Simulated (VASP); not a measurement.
# CdSe (Fmmm) in VASP: notebook

Runs on CdSe. Level: PBEsol. Tasks: single point.

All numbers are computed with VASP 6.6.1; they aren't measurements. Logs are shortened: lines on timing, memory, paths and dates and some standing lists are left out, and cuts for length are marked.

## (1) The cell of the first run

It takes space group Fmmm (No. 69, orthorhombic). Conventional cell: a = 4.886 Å, b = 5.748 Å, c = 6.610 Å, α = 90.00°, β = 90.00°, γ = 90.00°. Within 3.4 Å of Cd (site symmetry mmm) lie 6 Se at 2.44 to 3.31 Å. Within 3.4 Å of Se (site symmetry mmm) lie 6 Cd at 2.44 to 3.31 Å.

## (2) Single point, PBEsol (strain -0.1500 x Voigt [1, -1, 0, 0, 0, 0])

INCAR

```
SYSTEM = CdSe
PREC     = Accurate       ! precision mode
ENCUT    = 520            ! plane-wave cutoff, eV
EDIFF    = 1E-6           ! SCF threshold, eV
ISMEAR   = 0              ! smearing method
SIGMA    = 0.15           ! smearing width, eV
LREAL    = .FALSE.        ! projectors in reciprocal space
LASPH    = .TRUE.         ! aspherical terms in the spheres
NELM     = 80             ! most SCF steps
ALGO     = Normal         ! electronic algorithm
ISIF     = 2              ! what is computed and relaxed
LWAVE    = .FALSE.        ! write WAVECAR
LCHARG   = .FALSE.        ! write CHGCAR
GGA      = PS             ! functional
NBANDS   = 16             ! bands
```

KPOINTS

```
regular mesh
0
G
  14 14 14
  0 0 0
```

POSCAR

```
CdSe
1.0
    0.0000000000      3.3050517000      2.8739580000
    2.4428643000      0.0000000000      2.8739580000
    2.4428643000      3.3050517000      0.0000000000
Cd Se
1 1
Direct
    0.0000000000      0.0000000000      0.0000000000
    0.5000000000      0.5000000000      0.5000000000
```

Potentials or basis: VASP PAW PBE potentials, release 64 (Cd, Se).

Started as:

```sh
$ cat potpaw_PBE.64/Cd/POTCAR potpaw_PBE.64/Se/POTCAR > POTCAR
$ mpirun -np 1 vasp_std > vasp.out
```

OUTCAR:

```text
SYSTEM = CdSe
   PREC = Accurate
   ENCUT = 520
   EDIFF = 1E-6
   ISMEAR = 0
   LREAL = .FALSE.
   LASPH = .TRUE.
   NELM = 80
   ISIF = 2
   GGA = PS

 ion  position               nearest neighbor table
   1  0.000  0.000  0.000-   2 2.44   2 2.44   2 2.87   2 2.87
   2  0.500  0.500  0.500-   1 2.44   1 2.44   1 2.87   1 2.87

  LATTYP: Found a face centered orthorhombic cell.
 ALAT       =     4.8857286000
 B/A-ratio  =     1.1764705882
 C/A-ratio  =     1.3529411765

  Lattice vectors:

 A1 = (   0.0000000000,   3.3050517000,  -2.8739580000)
 A2 = (   2.4428643000,   3.3050517000,   0.0000000000)
 A3 = (   2.4428643000,   0.0000000000,  -2.8739580000)

Analysis of symmetry for initial positions (statically):
=====================================================================
 Subroutine PRICEL returns:
 Original cell was already a primitive cell.

 Routine SETGRP: Setting up the symmetry group for a
 face centered orthorhombic supercell.

 Subroutine GETGRP returns: Found  8 space group operations
 (whereof  8 operations were pure point group operations)
 out of a pool of  8 trial point group operations.

The static configuration has the point symmetry D_2h.

Analysis of symmetry for dynamics (positions and initial velocities):
=====================================================================
 Subroutine PRICEL returns:
 Original cell was already a primitive cell.

 Routine SETGRP: Setting up the symmetry group for a
 face centered orthorhombic supercell.

 Subroutine GETGRP returns: Found  8 space group operations
 (whereof  8 operations were pure point group operations)
 out of a pool of  8 trial point group operations.

The dynamic configuration has the point symmetry D_2h.

 Subroutine INISYM returns: Found  8 space group operations
 (whereof  8 operations are pure point group operations),
 and found     1 'primitive' translations

----------------------------------------------------------------------------------------

                                     Primitive cell

  volume of cell :      46.4075

  direct lattice vectors                    reciprocal lattice vectors
     0.000000000  3.305051700  2.873958000    -0.204677763  0.151283564  0.173976098
     2.442864300  0.000000000  2.873958000     0.204677763 -0.151283564  0.173976098
     2.442864300  3.305051700  0.000000000     0.204677763  0.151283564 -0.173976098

  length of vectors
     4.379840331  3.771898802  4.109860427     0.308297561  0.308297561  0.308297561

  position of ions in fractional coordinates (direct lattice)
     0.000000000  0.000000000  0.000000000
     0.500000000  0.500000000  0.500000000

  ion indices of the primitive-cell ions
   primitive index   ion index
                 1           1
                 2           2

----------------------------------------------------------------------------------------

 KPOINTS: regular mesh

Automatic generation of k-mesh.
 Grid dimensions read from file:
 generate k-points for:   14   14   14

 Generating k-lattice:

  Cartesian coordinates                     Fractional coordinates (reciprocal lattice)
    -0.014619840  0.010805969  0.012426864     0.071428571  0.000000000  0.000000000
     0.014619840 -0.010805969  0.012426864     0.000000000  0.071428571  0.000000000
     0.014619840  0.010805969 -0.012426864     0.000000000  0.000000000  0.071428571

  Length of vectors
     0.022021254  0.022021254  0.022021254

  Shift w.r.t. Gamma in fractional coordinates (k-lattice)
     0.000000000  0.000000000  0.000000000

 Subroutine IBZKPT returns following result:
 ===========================================

 Found    428 irreducible k-points:

 Following reciprocal coordinates:
            Coordinates               Weight
  0.000000  0.000000  0.000000      1.000000
  0.071429  0.000000  0.000000      8.000000
  0.142857  0.000000  0.000000      8.000000
  0.214286  0.000000  0.000000      8.000000
  0.285714  0.000000  0.000000      8.000000
  0.357143 -0.000000  0.000000      8.000000
[... 16 lines left out ...]
  0.214286  0.142857  0.000000      8.000000
  0.285714  0.142857  0.000000      8.000000
 [... further k-points ...]
   k-points           NKPTS =    428   k-points in BZ     NKDIM =    428   number of bands    NBANDS=     16
   number of dos      NEDOS =    301   number of ions     NIONS =      2
   total plane-waves  NPLWV =  32256
   dimension x,y,z NGX =    36 NGY =   28 NGZ =   32
   dimension x,y,z NGXF=    72 NGYF=   56 NGZF=   64
   ions per type =               1   1
   NGX,Y,Z   is equivalent  to a cutoff of  13.66, 12.34, 12.94 a.u.
   NGXF,Y,Z  is equivalent  to a cutoff of  27.33, 24.68, 25.89 a.u.
 SYSTEM =  CdSe
   PREC   = accura    normal or accurate (medium, high low for compatibility)
   ISTART =      0    job   : 0-new  1-cont  2-samecut
   ICHARG =      2    charge: 1-file 2-atom 10-const
   ISPIN  =      1    spin polarized calculation?
   LNONCOLLINEAR =      F non collinear calculations
   LSORBIT =      F    spin-orbit coupling
   LASPH  =      T    aspherical Exc in radial PAW
   ENCUT  =  520.0 eV  38.22 Ry    6.18 a.u.   8.14  7.01  7.64*2*pi/ulx,y,z
   NELM   =     80;   NELMIN=  2; NELMDL= -5     # of ELM steps
   EDIFF  = 0.1E-05   stopping-criterion for ELM
   LREAL  =      F    real-space projection
   EDIFFG = 0.1E-04   stopping-criterion for IOM
   NSW    =      0    number of steps for IOM
   IBRION =     -1    ionic relax: 0-MD 1-quasi-New 2-CG
   NFREE  =      0    steps in history (QN), initial steepest desc. (CG)
   ISIF   =      2    stress and relaxation
   ISYM   =      2    0-nonsym 1-usesym 2-fastsym
   POTIM  = 0.5000    time-step for ionic-motion
   TEBEG  =    0.0;   TEEND  =   0.0 temperature during run
   PSTRESS=    0.0 pullay stress
   NELECT =      18.0000    total number of electrons
   NUPDOWN=      -1.0000    fix difference up-down
   EMIN   =  10.00;   EMAX   =-10.00  energy-range for DOS
   EFERMI =   0.00;   METHOD = LEGACY
   ISMEAR =     0;   SIGMA  =   0.15  broadening in eV -4-tet -1-fermi 0-gaus
   EFERMI_NEDOS =   21; number of points for ismear=-14 and -15
   IALGO  =     38    algorithm
   IMIX   =      4    mixing-type and parameters
     AMIX     =   0.40;   BMIX     =  1.00
     AMIX_MAG =   1.60;   BMIX_MAG =  1.00
  volume/ion in A,a.u.               =      23.20       156.59
  Fermi-wavevector in a.u.,A,eV,Ry     =   1.193905  2.256153 19.393859  1.425408
  Thomas-Fermi vector in A             =   2.329908
   LORBIT       =      0    0 simple, 1 ext, 2 COOP (PROOUT), +10 PAW based schemes
   GGA     = PS    functional components
   LHFCALC =     F    Hartree Fock is set to
   AEXX    =    0.0000 exact exchange contribution
   IVDW    =     0    specifies the selected vdW correction
   LEPSILON=     F    determine dielectric tensor
   LRPA    =     F    only Hartree local field effects (RPA)
 non-spin polarized calculation
 Gauss-broadening in eV      SIGMA  =   0.15
  energy-cutoff  :      520.00
  volume of cell :       46.41
 maximum number of plane-waves:      1266
 NGX is ok and might be reduce to    36
   NGX = 17   NGY = 15   NGZ = 15

 number of electron      18.0000002 magnetization

 Free energy of the ion-electron system (eV)
  ---------------------------------------------------
  ext. energy  EPLUGINS =         0.00000000
  ---------------------------------------------------
  free energy    TOTEN  =        -5.42995503 eV

  energy without entropy =       -5.42642563  energy(sigma->0) =       -5.42819033

 E-fermi :   2.6766     XC(G=0): -10.1989

 val. band max:        2.6522290601   @ k =  -0.1429   0.5000   0.3571
 cond. band min:       2.6989396480   @ k =  -0.1429   0.3571   0.4286
 fundamental gap:      0.0467105878
 Fermi energy:         2.6766177536

 k-point     1 :       0.0000    0.0000    0.0000
  band No.  band energies     occupation
      1     -11.2229      2.00000
      2      -6.0132      2.00000
      3      -5.8447      2.00000
      4      -5.8445      2.00000
      5      -5.7012      2.00000
      6      -5.6149      2.00000
[... 8 lines left out ...]
     15      11.8197      0.00000
     16      12.1416      0.00000

 k-point     2 :       0.0714    0.0000    0.0000
  band No.  band energies     occupation
      1     -11.1775      2.00000
      2      -6.0099      2.00000
      3      -5.8713      2.00000
      4      -5.8468      2.00000
      5      -5.7083      2.00000
      6      -5.6167      2.00000
[... 8 lines left out ...]
     15      11.8520      0.00000
     16      12.0105      0.00000

 k-point     3 :       0.1429    0.0000    0.0000
  band No.  band energies     occupation
      1     -11.0448      2.00000
      2      -6.0064      2.00000
      3      -5.9527      2.00000
      4      -5.8576      2.00000
      5      -5.7170      2.00000
      6      -5.6203      2.00000
[... 8 lines left out ...]
     15      12.0139      0.00000
     16      12.8396      0.00000

 k-point     4 :       0.2143    0.0000    0.0000
  band No.  band energies     occupation
      1     -10.8367      2.00000
      2      -6.0908      2.00000
      3      -6.0135      2.00000
      4      -5.8821      2.00000
      5      -5.7072      2.00000
      6      -5.6232      2.00000
[... 8 lines left out ...]
     15      12.5229      0.00000
     16      13.8707      0.00000

 k-point     5 :       0.2857    0.0000    0.0000
  band No.  band energies     occupation
      1     -10.5761      2.00000
      2      -6.2689      2.00000
      3      -6.0474      2.00000
      4      -5.9156      2.00000
      5      -5.6772      2.00000
      6      -5.6236      2.00000
[... 8 lines left out ...]
     15      13.3514      0.00000
     16      14.1349      0.00000

 k-point     6 :       0.3571   -0.0000    0.0000
  band No.  band energies     occupation
      1     -10.3037      2.00000
      2      -6.4714      2.00000
      3      -6.0942      2.00000
      4      -5.9499      2.00000
      5      -5.6406      2.00000
      6      -5.6207      2.00000
[... 8 lines left out ...]
     15      13.9645      0.00000
     16      14.7616      0.00000
[... 267 lines left out ...]
 k-point    21 :      -0.0714    0.0714   -0.0000
  band No.  band energies     occupation
      1     -11.0894      2.00000
      2      -6.0133      2.00000
      3      -5.9536      2.00000
      4      -5.8512      2.00000
      5      -5.7085      2.00000
      6      -5.6206      2.00000
[... 8 lines left out ...]
     15      12.6113      0.00000
     16      13.0181      0.00000

 k-point    22 :       0.1429    0.1429    0.0000
  band No.  band energies     occupation
      1     -11.0517      2.00000
      2      -5.9503      2.00000
      3      -5.8814      2.00000
      4      -5.8654      2.00000
      5      -5.6941      2.00000
      6      -5.6206      2.00000
[... 8 lines left out ...]
     15      11.3615      0.00000
     16      13.8889      0.00000

 k-point    23 :       0.2143    0.1429    0.0000
  band No.  band energies     occupation
      1     -10.9359      2.00000
      2      -5.9491      2.00000
      3      -5.8794      2.00000
      4      -5.8675      2.00000
      5      -5.7052      2.00000
      6      -5.6200      2.00000
[... 8 lines left out ...]
     15      11.9774      0.00000
     16      14.2480      0.00000

 k-point    24 :       0.2857    0.1429    0.0000
  band No.  band energies     occupation
      1     -10.7550      2.00000
      2      -5.9869      2.00000
      3      -5.8972      2.00000
      4      -5.8582      2.00000
      5      -5.7282      2.00000
      6      -5.6182      2.00000
[... 8 lines left out ...]
     15      12.9217      0.00000
     16      14.5454      0.00000

 [... further k-points ...]

------------------------ aborting loop because EDIFF is reached ----------------------------------------

  FORCE on cell =-STRESS in cart. coord.  units (eV):
  Direction    XX          YY          ZZ          XY          YZ          ZX
  --------------------------------------------------------------------------------------
  -------------------------------------------------------------------------------------
  Total        7.3442960     -1.2691028      0.3137410      0.0000000      0.0000000     -0.0000000
  in kB      253.5553300    -43.8146516     10.8316314      0.0000000      0.0000000     -0.0000000
  external PRESSURE =      73.5241033 kB  Pullay stress =       0.0000000 kB

 VOLUME and BASIS-vectors are now :
 -----------------------------------------------------------------------------
  energy-cutoff  :      520.00
  volume of cell :       46.41
      direct lattice vectors                 reciprocal lattice vectors
     0.000000000  3.305051700  2.873958000    -0.204677763  0.151283564  0.173976098
     2.442864300  0.000000000  2.873958000     0.204677763 -0.151283564  0.173976098
     2.442864300  3.305051700  0.000000000     0.204677763  0.151283564 -0.173976098

 POSITION                                       TOTAL-FORCE (eV/Angst)
 -----------------------------------------------------------------------------------
      0.00000      0.00000      0.00000        -0.000000     -0.000000      0.000000
      2.44286      3.30505      2.87396         0.000000      0.000000     -0.000000
 -----------------------------------------------------------------------------------
    total drift:                               -0.000000      0.000000      0.000000

  FREE ENERGIE OF THE ION-ELECTRON SYSTEM (eV)
  ---------------------------------------------------
  free  energy   TOTEN  =        -5.4299550313 eV

  energy  without entropy=       -5.4264256324  energy(sigma->0) =       -5.42819033
```

Wall time 7.1 min (1 thread of Intel Xeon 8259CL, shared host); peak memory 0.44 GiB.

Results:

- Free energy: -5.4300 eV
- Pressure: 7.4 GPa
- Band gap on the k mesh: zero (bands 9 and 10 overlap by 1.00 eV)

Stress tensor (GPa, compression positive):
```
25.36  0.00  0.00
 0.00 -4.38  0.00
 0.00  0.00  1.08
```

Levels at points of the mesh, in eV from the Fermi level:
```tsv
k point	band 5	band 6	band 7	band 8	band 9	band 10	band 11	band 12	band 13	band 14
(0.00, 0.00, 0.00)	-8.38	-8.29	-2.17	-0.79	-0.78	0.26	7.08	7.97	8.25	8.83
(0.50, 0.00, 0.00)	-8.30	-8.27	-5.45	-0.93	0.12	2.19	4.03	6.93	7.05	10.54
(0.50, 0.50, 0.00)	-8.27	-7.39	-4.84	-3.82	-1.19	-0.51	5.62	6.89	8.98	11.12
(0.50, 0.00, 0.50)	-8.23	-7.79	-4.58	-2.90	-1.35	0.27	6.07	8.00	9.00	12.85
(0.00, 0.50, 0.50)	-8.27	-7.20	-4.76	-3.74	-2.43	-0.88	4.36	8.01	10.15	11.15
```

Caveat: the cell differs from its parent crystal (strain -0.1500 x Voigt [1, -1, 0, 0, 0, 0]); the cell stands under pressure; the PAW data sets were made with another functional, which shifts forces and pressure a little.

## (3) Single point, PBEsol (strain -0.0750 x Voigt [1, -1, 0, 0, 0, 0])

INCAR

```
PREC = Accurate ; ENCUT = 520
EDIFF = 1E-7 ; ISMEAR = 0
SIGMA = 0.15 ; LREAL = False
LASPH = True ; NELM = 100
ALGO = Normal ; ISIF = 2
LWAVE = False ; LCHARG = False
GGA = PS ; NBANDS = 16
```

KPOINTS

```
Automatic mesh
0
Gamma
  14 14 14
```

POSCAR

```
CdSe
1.0
    0.0000000000      3.0895048500      2.8739580000
    2.6584111500      0.0000000000      2.8739580000
    2.6584111500      3.0895048500      0.0000000000
Cd Se
1 1
Direct
    0.0000000000      0.0000000000      0.0000000000
    0.5000000000      0.5000000000      0.5000000000
```

Potentials or basis: VASP PAW PBE potentials, release 64 (Cd, Se).

Started as:

```sh
$ cat potpaw_PBE.64/Cd/POTCAR potpaw_PBE.64/Se/POTCAR > POTCAR
$ mpirun -np 1 vasp_std > vasp.out
```

OUTCAR:

```text
PREC = Accurate
   ENCUT = 520
   EDIFF = 1E-7
   ISMEAR = 0
   LREAL = False
   LASPH = True
   NELM = 100
   ISIF = 2
   GGA = PS

 ion  position               nearest neighbor table
   1  0.000  0.000  0.000-   2 2.66   2 2.66   2 2.87   2 2.87   2 3.09   2 3.09
   2  0.500  0.500  0.500-   1 2.66   1 2.66   1 2.87   1 2.87   1 3.09   1 3.09

  LATTYP: Found a face centered orthorhombic cell.
 ALAT       =     5.3168223000
 B/A-ratio  =     1.0810810811
 C/A-ratio  =     1.1621621622

[... 645 lines left out ...]
------------------------ aborting loop because EDIFF is reached ----------------------------------------

  FORCE on cell =-STRESS in cart. coord.  units (eV):
  Direction    XX          YY          ZZ          XY          YZ          ZX
  --------------------------------------------------------------------------------------
  -------------------------------------------------------------------------------------
  Total        1.3413906     -1.5792886     -0.7581847      0.0000000      0.0000000      0.0000000
  in kB       45.5244159    -53.5982526    -25.7314450      0.0000000      0.0000000      0.0000000
  external PRESSURE =     -11.2684272 kB  Pullay stress =       0.0000000 kB

 VOLUME and BASIS-vectors are now :
 -----------------------------------------------------------------------------
  energy-cutoff  :      520.00
  volume of cell :       47.21
      direct lattice vectors                 reciprocal lattice vectors
     0.000000000  3.089504850  2.873958000    -0.188082269  0.161838231  0.173976098
     2.658411150  0.000000000  2.873958000     0.188082269 -0.161838231  0.173976098
     2.658411150  3.089504850  0.000000000     0.188082269  0.161838231 -0.173976098

 POSITION                                       TOTAL-FORCE (eV/Angst)
 -----------------------------------------------------------------------------------
      0.00000      0.00000      0.00000         0.000000      0.000000      0.000000
      2.65841      3.08950      2.87396        -0.000000      0.000000     -0.000000
 -----------------------------------------------------------------------------------
    total drift:                                0.000000     -0.000000     -0.000000

  FREE ENERGIE OF THE ION-ELECTRON SYSTEM (eV)
  ---------------------------------------------------
  free  energy   TOTEN  =        -5.8660240023 eV

  energy  without entropy=       -5.8625461536  energy(sigma->0) =       -5.86428508
```

OSZICAR:

```text
N       E                     dE             d eps       ncg     rms          rms(c)
DAV:   1     0.105906185157E+03    0.10591E+03   -0.90963E+03 14056   0.104E+03
DAV:   2    -0.258455025195E+01   -0.10849E+03   -0.10163E+03 16608   0.251E+02
DAV:   3    -0.629315219693E+01   -0.37086E+01   -0.37001E+01 16352   0.482E+01
DAV:   4    -0.630492394234E+01   -0.11772E-01   -0.11771E-01 17576   0.269E+00
DAV:   5    -0.630497605042E+01   -0.52108E-04   -0.52108E-04 16944   0.158E-01    0.567E+00
DAV:   6    -0.589349357838E+01    0.41148E+00   -0.66127E-01 18408   0.103E+01    0.476E+00
DAV:   7    -0.586881388244E+01    0.24680E-01   -0.11710E-01 16728   0.244E+00    0.230E+00
DAV:   8    -0.586624796495E+01    0.25659E-02   -0.12651E-02 16328   0.137E+00    0.213E-01
DAV:   9    -0.586602732477E+01    0.22064E-03   -0.12851E-03 18120   0.469E-01    0.374E-02
DAV:  10    -0.586601756786E+01    0.97569E-05   -0.15651E-04 16416   0.162E-01    0.342E-02
DAV:  11    -0.586602437925E+01   -0.68114E-05   -0.18776E-05 16576   0.402E-02    0.181E-02
DAV:  12    -0.586602407262E+01    0.30663E-06   -0.17459E-06 16544   0.154E-02    0.366E-03
DAV:  13    -0.586602396677E+01    0.10585E-06   -0.27880E-07 15680   0.306E-03    0.311E-03
DAV:  14    -0.586602400234E+01   -0.35572E-07   -0.28373E-08  8736   0.118E-03
   1 F= -.58660240E+01 E0= -.58642851E+01  d E =-.347785E-02
```

It took 6.1 min on 1 thread of Intel Xeon 8259CL, shared host; peak memory 0.45 GiB.

Results:

| Property | Result |
| --- | --- |
| Free energy | -5.8660 eV |
| Pressure | -1.1 GPa |
| Band gap on the k mesh | zero (bands 9 and 10 overlap by 0.93 eV) |

Caveat: the cell differs from its parent crystal (strain -0.0750 x Voigt [1, -1, 0, 0, 0, 0]); the PAW data sets were made with another functional, which shifts forces and pressure a little.
